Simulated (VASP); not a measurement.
# Ga2Ge2O3 (P-3m1) in VASP: relaxation of cell and atoms with PBE

Aim: the relaxation of cell and atoms of Ga2Ge2O3 with PBE.

Program: VASP 6.6.1. These are calculated values, not measurements. Logs are shortened: lines on timing, memory, paths and dates and some standing lists are left out, and cuts for length are marked.

## Step 1: The cell of the first run

The structure is trigonal, space group P-3m1 (No. 164). Conventional cell: a = 3.014 Å, b = 3.014 Å, c = 14.713 Å, α = 90.00°, β = 90.00°, γ = 120.00°. Within 2.5 Å of Ga (site symmetry 3m) lie 6 O at 1.90 to 2.24 Å. Within 3.7 Å of Ge (site symmetry 3m) lie 9 Ge at 2.85 to 3.01 Å. O (site symmetry 3m) has 3 Ga at 1.90 Å within 2.5 Å. Within 3.1 Å of O (site symmetry -3m) lie 6 Ga at 2.24 Å and 12 O at 2.78 to 3.01 Å.

## Step 2: Relaxation of cell and atoms, PBE

File INCAR:

```
SYSTEM = Ga2Ge2O3
ALGO = Normal ; EDIFF = 1E-7
EDIFFG = -0.01 ; ENCUT = 600
GGA = PE ; IBRION = 2
ISIF = 3 ; ISMEAR = 0
LASPH = .True. ; LCHARG = .False.
LREAL = .False. ; LWAVE = .False.
NELM = 100 ; NSW = 100
PREC = Accurate ; SIGMA = 0.1
```

File KPOINTS:

```
k-points
0
Gamma
  12 12 2
  0 0 0
```

File POSCAR:

```
Ga2Ge2O3
1.0
    3.0140685629      0.0000000000      0.0000000000
   -1.5070342815      2.6102599442      0.0000000000
    0.0000000000      0.0000000000     14.7129922870
Ga Ge O
2 2 3
Direct
    0.3333333333      0.6666666667      0.0962809217
    0.6666666667      0.3333333333      0.9037190783
    0.6666666667      0.3333333333      0.4234720488
    0.3333333333      0.6666666667      0.5765279512
    0.6666666667      0.3333333333      0.1475219027
    0.3333333333      0.6666666667      0.8524780973
    0.0000000000      0.0000000000      0.0000000000
```

Potentials or basis: VASP PAW PBE potentials, release 64 (Ga_d, Ge_d, O).

Run with:

```bash
> cat potpaw_PBE.64/Ga_d/POTCAR potpaw_PBE.64/Ge_d/POTCAR potpaw_PBE.64/O/POTCAR > POTCAR
> mpirun -np 1 vasp_std > vasp.out
```

OUTCAR:

```text
SYSTEM = Ga2Ge2O3
   EDIFF = 1E-7
   EDIFFG = -0.01
   ENCUT = 600
   GGA = PE
   IBRION = 2
   ISIF = 3
   ISMEAR = 0
   LASPH = .True.
   LREAL = .False.
   NELM = 100
   NSW = 100
   PREC = Accurate

 ion  position               nearest neighbor table
   1  0.333  0.667  0.096-   5 1.90   5 1.90   5 1.90   7 2.24   7 2.24   7 2.24
   2  0.667  0.333  0.904-   6 1.90   6 1.90   6 1.90   7 2.24   7 2.24   7 2.24
   3  0.667  0.333  0.423-   4 2.85   4 2.85   4 2.85
   4  0.333  0.667  0.577-   3 2.85   3 2.85   3 2.85
   5  0.667  0.333  0.148-   1 1.90   1 1.90   1 1.90
   6  0.333  0.667  0.852-   2 1.90   2 1.90   2 1.90
   7  0.000  0.000  0.000-   1 2.24   2 2.24   2 2.24   1 2.24   2 2.24   1 2.24

  LATTYP: Found a hexagonal cell.
 ALAT       =     3.0140685629
 C/A-ratio  =     4.8814391511

  Lattice vectors:

 A1 = (   3.0140685629,   0.0000000000,   0.0000000000)
 A2 = (  -1.5070342815,   2.6102599442,   0.0000000000)
 A3 = (   0.0000000000,   0.0000000000,  14.7129922870)

Analysis of symmetry for initial positions (statically):
=====================================================================
 Subroutine PRICEL returns:
 Original cell was already a primitive cell.

 Routine SETGRP: Setting up the symmetry group for a
 hexagonal supercell.

 Subroutine GETGRP returns: Found 12 space group operations
 (whereof 12 operations were pure point group operations)
 out of a pool of 24 trial point group operations.

The static configuration has the point symmetry D_3d.

Analysis of symmetry for dynamics (positions and initial velocities):
=====================================================================
 Subroutine PRICEL returns:
 Original cell was already a primitive cell.

 Routine SETGRP: Setting up the symmetry group for a
 hexagonal supercell.

 Subroutine GETGRP returns: Found 12 space group operations
 (whereof 12 operations were pure point group operations)
 out of a pool of 24 trial point group operations.

The dynamic configuration has the point symmetry D_3d.

 Subroutine INISYM returns: Found 12 space group operations
 (whereof 12 operations are pure point group operations),
 and found     1 'primitive' translations

----------------------------------------------------------------------------------------

                                     Primitive cell

  volume of cell :     115.7545

  direct lattice vectors                    reciprocal lattice vectors
     3.014068563  0.000000000  0.000000000     0.331777456  0.191551804  0.000000000
    -1.507034281  2.610259944  0.000000000     0.000000000  0.383103607  0.000000000
     0.000000000  0.000000000 14.712992287     0.000000000  0.000000000  0.067967140

  length of vectors
     3.014068563  3.014068563 14.712992287     0.383103607  0.383103607  0.067967140

  position of ions in fractional coordinates (direct lattice)
     0.333333333  0.666666667  0.096280922
     0.666666667  0.333333333  0.903719078
     0.666666667  0.333333333  0.423472049
     0.333333333  0.666666667  0.576527951
     0.666666667  0.333333333  0.147521903
     0.333333333  0.666666667  0.852478097
     0.000000000  0.000000000  0.000000000

  ion indices of the primitive-cell ions
   primitive index   ion index
                 1           1
                 2           2
                 3           3
                 4           4
                 5           5
                 6           6
                 7           7

----------------------------------------------------------------------------------------

 KPOINTS: k-points

Automatic generation of k-mesh.
 Grid dimensions read from file:
 generate k-points for:   12   12    2

 Generating k-lattice:

  Cartesian coordinates                     Fractional coordinates (reciprocal lattice)
     0.027648121  0.015962650  0.000000000     0.083333333  0.000000000  0.000000000
     0.000000000  0.031925301  0.000000000     0.000000000  0.083333333  0.000000000
     0.000000000  0.000000000  0.033983570     0.000000000  0.000000000  0.500000000

  Length of vectors
     0.031925301  0.031925301  0.033983570

  Shift w.r.t. Gamma in fractional coordinates (k-lattice)
     0.000000000  0.000000000  0.000000000

 Subroutine IBZKPT returns following result:
 ===========================================

 Found     38 irreducible k-points:

 Following reciprocal coordinates:
            Coordinates               Weight
  0.000000  0.000000  0.000000      1.000000
  0.083333 -0.000000  0.000000      6.000000
  0.166667  0.000000  0.000000      6.000000
  0.250000 -0.000000  0.000000      6.000000
  0.333333  0.000000  0.000000      6.000000
  0.416667  0.000000  0.000000      6.000000
[... 16 lines left out ...]
  0.250000 -0.000000  0.500000      6.000000
  0.333333  0.000000  0.500000      6.000000
 [... further k-points ...]
   k-points           NKPTS =     38   k-points in BZ     NKDIM =     38   number of bands    NBANDS=     43
   number of dos      NEDOS =    301   number of ions     NIONS =      7
   total plane-waves  NPLWV =  69120
   dimension x,y,z NGX =    24 NGY =   24 NGZ =  120
   dimension x,y,z NGXF=    48 NGYF=   48 NGZF=  240
   ions per type =               2   2   3
   NGX,Y,Z   is equivalent  to a cutoff of  13.24, 13.24, 13.56 a.u.
   NGXF,Y,Z  is equivalent  to a cutoff of  26.48, 26.48, 27.12 a.u.
 SYSTEM =  Ga2Ge2O3
   PREC   = accura    normal or accurate (medium, high low for compatibility)
   ISTART =      0    job   : 0-new  1-cont  2-samecut
   ICHARG =      2    charge: 1-file 2-atom 10-const
   ISPIN  =      1    spin polarized calculation?
   LNONCOLLINEAR =      F non collinear calculations
   LSORBIT =      F    spin-orbit coupling
   LASPH  =      T    aspherical Exc in radial PAW
   ENCUT  =  600.0 eV  44.10 Ry    6.64 a.u.   6.02  6.02 29.39*2*pi/ulx,y,z
   NELM   =    100;   NELMIN=  2; NELMDL= -5     # of ELM steps
   EDIFF  = 0.1E-06   stopping-criterion for ELM
   LREAL  =      F    real-space projection
   EDIFFG = -.1E-01   stopping-criterion for IOM
   NSW    =    100    number of steps for IOM
   IBRION =      2    ionic relax: 0-MD 1-quasi-New 2-CG
   NFREE  =      1    steps in history (QN), initial steepest desc. (CG)
   ISIF   =      3    stress and relaxation
   ISYM   =      2    0-nonsym 1-usesym 2-fastsym
   POTIM  = 0.5000    time-step for ionic-motion
   TEBEG  =    0.0;   TEEND  =   0.0 temperature during run
   PSTRESS=    0.0 pullay stress
   NELECT =      72.0000    total number of electrons
   NUPDOWN=      -1.0000    fix difference up-down
   EMIN   =  10.00;   EMAX   =-10.00  energy-range for DOS
   EFERMI =   0.00;   METHOD = LEGACY
   ISMEAR =     0;   SIGMA  =   0.10  broadening in eV -4-tet -1-fermi 0-gaus
   EFERMI_NEDOS =   21; number of points for ismear=-14 and -15
   IALGO  =     38    algorithm
   IMIX   =      4    mixing-type and parameters
     AMIX     =   0.40;   BMIX     =  1.00
     AMIX_MAG =   1.60;   BMIX_MAG =  1.00
  volume/ion in A,a.u.               =      16.54       111.59
  Fermi-wavevector in a.u.,A,eV,Ry     =   1.397461  2.640818 26.570780  1.952897
  Thomas-Fermi vector in A             =   2.520715
   LORBIT       =      0    0 simple, 1 ext, 2 COOP (PROOUT), +10 PAW based schemes
   GGA     = PE    functional components
   LHFCALC =     F    Hartree Fock is set to
   AEXX    =    0.0000 exact exchange contribution
   IVDW    =     0    specifies the selected vdW correction
   LEPSILON=     F    determine dielectric tensor
   LRPA    =     F    only Hartree local field effects (RPA)
 conjugate gradient relaxation of ions
 non-spin polarized calculation
 Gauss-broadening in eV      SIGMA  =   0.10
  energy-cutoff  :      600.00
  volume of cell :      115.75
 maximum number of plane-waves:      3930
   NGX = 13   NGY = 13   NGZ = 59

--------------------------------------- Ionic step        1  -------------------------------------------

 number of electron      72.0000016 magnetization

 Free energy of the ion-electron system (eV)
  ---------------------------------------------------
  ext. energy  EPLUGINS =         0.00000000
  ---------------------------------------------------
  free energy    TOTEN  =       -37.25178757 eV

  energy without entropy =      -37.23854088  energy(sigma->0) =      -37.24516422

------------------------ aborting loop because EDIFF is reached ----------------------------------------

  FORCE on cell =-STRESS in cart. coord.  units (eV):
  Direction    XX          YY          ZZ          XY          YZ          ZX
  --------------------------------------------------------------------------------------
  -------------------------------------------------------------------------------------
  Total        0.2549235      0.2549235      0.1054437     -0.0000000      0.0000000      0.0000000
  in kB        3.5284380      3.5284380      1.4594644     -0.0000000      0.0000000      0.0000000
  external PRESSURE =       2.8387801 kB  Pullay stress =       0.0000000 kB
[... 2331 lines left out ...]
     42       9.8016      0.00000
     43      10.9317      0.00000

 [... further k-points ...]

[... ionic steps 4 to 24 ...]

--------------------------------------- Ionic step       25  -------------------------------------------

 number of electron      72.0000006 magnetization

------------------------ aborting loop because EDIFF is reached ----------------------------------------

  FORCE on cell =-STRESS in cart. coord.  units (eV):
  Direction    XX          YY          ZZ          XY          YZ          ZX
  --------------------------------------------------------------------------------------
  -------------------------------------------------------------------------------------
  Total       -0.0191061     -0.0191061     -0.0291770      0.0000000      0.0000000     -0.0000000
  in kB       -0.2731991     -0.2731991     -0.4172030      0.0000000      0.0000000     -0.0000000
  external PRESSURE =      -0.3212004 kB  Pullay stress =       0.0000000 kB
[... 67 lines left out ...]
  energy  without entropy=      -37.2417546009  energy(sigma->0) =      -37.24832336

--------------------------------------- Ionic step       27  -------------------------------------------

 number of electron      72.0000006 magnetization

 Free energy of the ion-electron system (eV)
  ---------------------------------------------------
  ext. energy  EPLUGINS =         0.00000000
  ---------------------------------------------------
  free energy    TOTEN  =       -37.25493540 eV

  energy without entropy =      -37.24180132  energy(sigma->0) =      -37.24836836

 E-fermi :   4.5603     XC(G=0):  -9.9969

 val. band max:        4.5382184051   @ k =   0.0833  -0.0000   0.5000
 cond. band min:       4.5661211865   @ k =   0.1667   0.1667   0.5000
 fundamental gap:      0.0279027814
 Fermi energy:         4.5603075501

 k-point     1 :       0.0000    0.0000    0.0000
  band No.  band energies     occupation
      1     -20.0780      2.00000
      2     -20.0780      2.00000
      3     -20.0778      2.00000
      4     -20.0778      2.00000
      5     -20.0673      2.00000
      6     -20.0509      2.00000
[... 1129 lines left out ...]
  FREE ENERGIE OF THE ION-ELECTRON SYSTEM (eV)
  ---------------------------------------------------
  free  energy   TOTEN  =       -37.2549353969 eV

  energy  without entropy=      -37.2418013182  energy(sigma->0) =      -37.24836836

 reached required accuracy - stopping structural energy minimisation
```

It took 58 min on 1 thread of Intel Xeon Platinum 8488C (Sapphire Rapids), shared host; peak memory 0.4 GiB.

Results:

- Free energy: -37.2549 eV
- Relaxed volume: 16.01 Å³/atom
- Relaxed cell: a = 3.017 Å, b = 3.017 Å, c = 14.212 Å, α = 90.00°, β = 90.00°, γ = 120.00°
- Space group after relaxing (to 0.1 Å): P-3m1 (No. 164)
- Energy gained by relaxing: 0.4 meV/atom
- Ionic steps: 27
- Pressure after relaxing: 0.0 GPa
- Largest force after relaxing: 0.007 eV/Å
- Band gap on the k mesh: zero (bands 36 and 37 overlap by 3.11 eV)

Forces in eV/Å, atoms in the order of the input:
```
Ga   0.000  0.000  0.002
Ga   0.000  0.000 -0.002
Ge   0.000  0.000 -0.004
Ge   0.000  0.000  0.004
O    0.000  0.000 -0.007
O    0.000  0.000  0.007
O    0.000  0.000  0.000
```

Step by step:
```csv
step,energy change (eV),largest force (eV/Å),pressure (GPa),volume (Å³)
1,0.0000,0.0341,0.28,115.75
2,-0.0002,0.0291,-0.20,116.25
3,-0.0004,0.0248,-0.04,116.06
4,-0.0004,0.0248,-0.02,116.05
5,-0.0004,0.0149,-0.01,116.04
6,-0.0004,0.0222,-0.02,116.03
7,-0.0004,0.0208,-0.03,116.01
8,-0.0005,0.0171,-0.07,115.95
9,-0.0007,0.0118,-0.14,115.84
10,-0.0008,0.0224,-0.26,115.60
11,-0.0009,0.0228,-0.25,115.59
12,-0.0009,0.0240,-0.25,115.54
13,-0.0010,0.0262,-0.25,115.45
14,-0.0012,0.0308,-0.22,115.26
15,-0.0015,0.0400,-0.16,114.88
16,-0.0019,0.0584,-0.03,114.12
17,-0.0019,0.0944,0.21,112.61
18,-0.0021,0.0759,0.08,113.40
19,-0.0025,0.0628,0.05,113.08
20,-0.0030,0.0282,0.06,112.13
21,-0.0030,0.0250,0.04,112.04
22,-0.0030,0.0188,0.04,111.85
23,-0.0030,0.0206,0.05,111.90
24,-0.0030,0.0229,0.05,111.97
25,-0.0031,0.0151,-0.03,112.05
26,-0.0031,0.0179,-0.07,112.08
27,-0.0031,0.0073,0.00,112.06
```

Final structure:
```
Ga Ge O
1.0
     3.01737    0.00000    0.00000
    -1.50868    2.61312    0.00000
     0.00000    0.00000   14.21197
Ga Ge O
2 2 3
Direct
  0.33333 0.66667 0.09987
  0.66667 0.33333 0.90013
  0.66667 0.33333 0.42051
  0.33333 0.66667 0.57949
  0.66667 0.33333 0.15312
  0.33333 0.66667 0.84688
  0.00000 0.00000 0.00000
```

Levels at points of the mesh, in eV from the Fermi level:
| k point | band 34 | band 35 | band 36 | band 37 | band 38 | band 39 |
| --- | --- | --- | --- | --- | --- | --- |
| (0.00, 0.00, 0.00) | -3.56 | -3.05 | -0.31 | 1.57 | 2.87 | 3.38 |
| (0.50, 0.00, 0.00) | -3.66 | -3.42 | -2.72 | 1.31 | 1.46 | 3.13 |
| (0.00, 0.00, 0.50) | -3.74 | -2.83 | -0.46 | 1.93 | 2.45 | 3.54 |
| (0.50, 0.00, 0.50) | -3.66 | -3.37 | -2.73 | 1.32 | 1.45 | 3.12 |
